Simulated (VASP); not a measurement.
# MgCd5Se6 (P-3m1) in VASP: further runs, part 2 of 2

VASP 6.6.1. Earlier steps stand in the parts before.

## (4) Relaxation of cell and atoms, PBE

This run uses another cell than the first one, of 25.54 Å³/atom, 1.101 times its volume.

The input, INCAR:

```
ALGO     = Normal         # electronic algorithm
EDIFF    = 1E-6           # SCF threshold, eV
EDIFFG   = -0.04          # ionic threshold
ENCUT    = 600            # plane-wave cutoff, eV
GGA      = PE             # functional
IBRION   = 2              # ionic algorithm
ISIF     = 3              # what is computed and relaxed
ISMEAR   = 0              # smearing method
LASPH    = T              # aspherical terms in the spheres
LCHARG   = F              # write CHGCAR
LREAL    = F              # projectors in reciprocal space
LWAVE    = F              # write WAVECAR
NELM     = 60             # most SCF steps
NSW      = 90             # ionic steps
PREC     = Accurate       # precision mode
SIGMA    = 0.1            # smearing width, eV
```

The input, KPOINTS:

```
k-points
0
Gamma
  6 6 1
```

The input, POSCAR:

```
MgCd5Se6
1.0
    4.1649741300      0.0000000000      0.0000000000
   -2.0824870600      3.6069734000      0.0000000000
    0.0000000000      0.0000000000     20.4041228100
Mg Cd Se
1 5 6
Direct
    0.0000000000      0.0000000000      0.5000000000
    0.3333333300      0.6666666700      0.1666666700
    0.6666666700      0.3333333300      0.3333333300
    0.3333333300      0.6666666700      0.6666666700
    0.6666666700      0.3333333300      0.8333333300
    0.0000000000      0.0000000000      0.0000000000
    0.3333333300      0.6666666700      0.4166666700
    0.6666666700      0.3333333300      0.5833333300
    0.0000000000      0.0000000000      0.7500000000
    0.3333333300      0.6666666700      0.9166666700
    0.6666666700      0.3333333300      0.0833333300
    0.0000000000      0.0000000000      0.2500000000
```

Potentials or basis: VASP PAW PBE potentials, release 64 (Mg, Cd, Se).

Run with:

```console
> cat potpaw_PBE.64/Mg/POTCAR potpaw_PBE.64/Cd/POTCAR potpaw_PBE.64/Se/POTCAR > POTCAR
> mpirun -np 1 vasp_std > vasp.out
```

OUTCAR:

```text
EDIFF = 1E-6
   EDIFFG = -0.04
   ENCUT = 600
   GGA = PE
   IBRION = 2
   ISIF = 3
   ISMEAR = 0
   LASPH = T
   LREAL = F
   NELM = 60
   NSW = 90
   PREC = Accurate

 ion  position               nearest neighbor table
   1  0.000  0.000  0.500-   7 2.95   8 2.95   7 2.95   8 2.95   8 2.95   7 2.95
   2  0.333  0.667  0.167-  12 2.95  12 2.95  12 2.95  11 2.95  11 2.95  11 2.95
   3  0.667  0.333  0.333-  12 2.95  12 2.95  12 2.95   7 2.95   7 2.95   7 2.95
   4  0.333  0.667  0.667-   9 2.95   9 2.95   9 2.95   8 2.95   8 2.95   8 2.95
   5  0.667  0.333  0.833-   9 2.95   9 2.95   9 2.95  10 2.95  10 2.95  10 2.95
   6  0.000  0.000  0.000-  10 2.95  11 2.95  10 2.95  11 2.95  11 2.95  10 2.95
   7  0.333  0.667  0.417-   1 2.95   1 2.95   1 2.95   3 2.95   3 2.95   3 2.95
   8  0.667  0.333  0.583-   1 2.95   1 2.95   1 2.95   4 2.95   4 2.95   4 2.95
   9  0.000  0.000  0.750-   4 2.95   5 2.95   4 2.95   5 2.95   5 2.95   4 2.95
  10  0.333  0.667  0.917-   6 2.95   6 2.95   6 2.95   5 2.95   5 2.95   5 2.95
  11  0.667  0.333  0.083-   6 2.95   6 2.95   6 2.95   2 2.95   2 2.95   2 2.95
  12  0.000  0.000  0.250-   2 2.95   3 2.95   2 2.95   3 2.95   3 2.95   2 2.95

  LATTYP: Found a hexagonal cell.
 ALAT       =     4.1649741300
 C/A-ratio  =     4.8989794830

  Lattice vectors:

 A1 = (   4.1649741300,   0.0000000000,   0.0000000000)
 A2 = (  -2.0824870600,   3.6069734000,   0.0000000000)
 A3 = (   0.0000000000,   0.0000000000,  20.4041228100)

Analysis of symmetry for initial positions (statically):
=====================================================================
 Subroutine PRICEL returns:
[... 182 lines left out ...]
  -------------------------------------------------------------------------------------
  Total       -8.4309018     -8.4309018     -8.4531286     -0.0000000      0.0000000      0.0000000
  in kB      -44.0667920    -44.0667919    -44.1829676     -0.0000001      0.0000000      0.0000000
  external PRESSURE =     -44.1055172 kB  Pullay stress =       0.0000000 kB
[... 119 lines left out ...]
  FREE ENERGIE OF THE ION-ELECTRON SYSTEM (eV)
  ---------------------------------------------------
  free  energy   TOTEN  =       -33.3743382019 eV

  energy  without entropy=      -33.3546248849  energy(sigma->0) =      -33.36448154

[... ionic steps 4 to 11 ...]

--------------------------------------- Ionic step       12  -------------------------------------------

 number of electron      98.0000004 magnetization

------------------------ aborting loop because EDIFF is reached ----------------------------------------
[... 87 lines left out ...]
--------------------------------------- Ionic step       14  -------------------------------------------

 number of electron      98.0000004 magnetization

 Free energy of the ion-electron system (eV)
  ---------------------------------------------------
  ext. energy  EPLUGINS =         0.00000000
  ---------------------------------------------------
  free energy    TOTEN  =       -33.42176952 eV

  energy without entropy =      -33.40267093  energy(sigma->0) =      -33.41222023

 E-fermi :   2.4189     XC(G=0):  -9.9154

 val. band max:        2.3564308117   @ k =   0.0000   0.0000   0.0000
 cond. band min:       2.7945232267   @ k =   0.0000   0.0000   0.0000
 fundamental gap:      0.4380924150
 Fermi energy:         2.4189022521

 k-point     1 :       0.0000    0.0000    0.0000
  band No.  band energies     occupation
      1     -10.5066      2.00000
      2     -10.3002      2.00000
      3     -10.2913      2.00000
      4      -9.8693      2.00000
      5      -9.8214      2.00000
      6      -9.5323      2.00000
[... 455 lines left out ...]
  FREE ENERGIE OF THE ION-ELECTRON SYSTEM (eV)
  ---------------------------------------------------
  free  energy   TOTEN  =       -33.4217695243 eV

  energy  without entropy=      -33.4026709296  energy(sigma->0) =      -33.41222023

 reached required accuracy - stopping structural energy minimisation
```

OSZICAR:

```text
N       E                     dE             d eps       ncg     rms          rms(c)
DAV:   1     0.730521669318E+03    0.73052E+03   -0.49762E+04   812   0.171E+03
DAV:   2     0.209199015186E+02   -0.70960E+03   -0.68511E+03   898   0.377E+02
DAV:   3    -0.347510826414E+02   -0.55671E+02   -0.54948E+02   952   0.986E+01
[... 128 lines left out ...]
DAV:   3    -0.334220059877E+02    0.52306E-03   -0.14968E-03   944   0.196E-01    0.137E-01
DAV:   4    -0.334218001825E+02    0.20581E-03   -0.22694E-04   874   0.969E-02    0.525E-02
DAV:   5    -0.334217708146E+02    0.29368E-04   -0.96541E-05   918   0.744E-02    0.202E-02
DAV:   6    -0.334217700667E+02    0.74783E-06   -0.17388E-05   910   0.344E-02    0.109E-02
DAV:   7    -0.334217695243E+02    0.54239E-06   -0.38807E-06   708   0.883E-03
  14 F= -.33421770E+02 E0= -.33412220E+02  d E =-.333806E-02
```

It took 17 min on 1 thread of Intel Xeon 6975P-C (Granite Rapids), shared host; peak memory 0.61 GiB.

What came out:

* Free energy: -33.4218 eV
* Relaxed volume: 23.21 Å³/atom
* Relaxed cell: a = 4.033 Å, b = 4.033 Å, c = 19.780 Å, α = 90.00°, β = 90.00°, γ = 120.00°
* Space group after relaxing (to 0.05 Å): P-3m1 (No. 164)
* Energy gained by relaxing: 38.6 meV/atom
* Ionic steps: 14
* Pressure after relaxing: 0.1 GPa
* Largest force after relaxing: 0.039 eV/Å
* Band gap on the k mesh: zero (band 49 reaches 2.36 eV, above the bottom of band 50 at 2.29 eV)

Forces on the atoms (eV/Å):
```
Mg   0.000  0.000  0.000
Cd   0.000  0.000  0.025
Cd   0.000  0.000  0.024
Cd   0.000  0.000 -0.024
Cd   0.000  0.000 -0.025
Cd   0.000  0.000  0.000
Se   0.000  0.000 -0.022
Se   0.000  0.000  0.022
Se   0.000  0.000 -0.013
Se   0.000  0.000 -0.039
Se   0.000  0.000  0.039
Se   0.000  0.000  0.013
```

Step by step:
```
step  energy change (eV)  largest force (eV/Å)  pressure (GPa)  volume (Å³)
   1              0.0000                0.3456           -4.41       306.53
   2             -0.4090                0.4114            0.76       276.38
   3             -0.4155                0.4046            0.10       279.38
   4             -0.4297                0.2973            0.08       279.29
   5             -0.4484                0.1642            0.08       279.03
   6             -0.4531                0.1094           -0.07       279.70
   7             -0.4560                0.0854           -0.39       281.11
   8             -0.4581                0.0934           -0.27       280.48
   9             -0.4594                0.1039           -0.11       279.70
  10             -0.4596                0.1086           -0.03       279.34
  11             -0.4606                0.0945            0.00       279.21
  12             -0.4626                0.0502            0.08       278.81
  13             -0.4611                0.0981            0.26       278.01
  14             -0.4629                0.0389            0.14       278.57
```

Final structure:
```xyz
12
Lattice="4.0326 0.0000 0.0000 -2.0163 3.4923 0.0000 0.0000 0.0000 19.7803" Properties=species:S:1:pos:R:3 pbc="T T T"
Mg    0.0000    0.0000    9.8901
Cd    0.0000    2.3282    3.3228
Cd    2.0163    1.1641    6.6611
Cd    0.0000    2.3282   13.1192
Cd    2.0163    1.1641   16.4575
Cd    0.0000    0.0000    0.0000
Se    0.0000    2.3282    8.3559
Se    2.0163    1.1641   11.4244
Se    4.0326    0.0000   14.7863
Se    0.0000    2.3282   18.1238
Se    2.0163    1.1641    1.6565
Se    0.0000    0.0000    4.9940
```

Levels at points of the mesh, in eV from the Fermi level:
| k point | band 47 | band 48 | band 49 | band 50 | band 51 | band 52 |
| --- | --- | --- | --- | --- | --- | --- |
| (0.00, 0.00, 0.00) | -0.15 | -0.06 | -0.06 | 0.38 | 2.12 | 2.29 |
| (0.50, 0.00, 0.00) | -0.69 | -0.22 | -0.13 | -0.13 | 1.02 | 1.38 |

## (5) The runs side by side

```csv
task,cell,cutoff (eV),gap on the mesh (eV),pressure (GPa),largest force (eV/Å)
single point,"a = 4.032, b = 4.032, c = 19.777 Å, angles 90.0, 90.0, 120.0°, 12 atoms",520,none,0.2,0.04
single point,"a = 4.165, b = 4.165, c = 20.404 Å, angles 90.0, 90.0, 120.0°, 12 atoms",520,none,-4.4,0.35
relaxation of cell and atoms,"relaxed from a = 4.165, b = 4.165, c = 20.404 Å, angles 90.0, 90.0, 120.0°, 12 atoms",600,none,0.1,0.04
```

Alike in all rows: level PBE; potentials or basis VASP PAW PBE potentials, release 64 (Mg, Cd, Se); no spin polarisation; k mesh 6 × 6 × 1; smearing gaussian 0.1 eV.

Absolute energies hang on the potentials; compare differences alone.
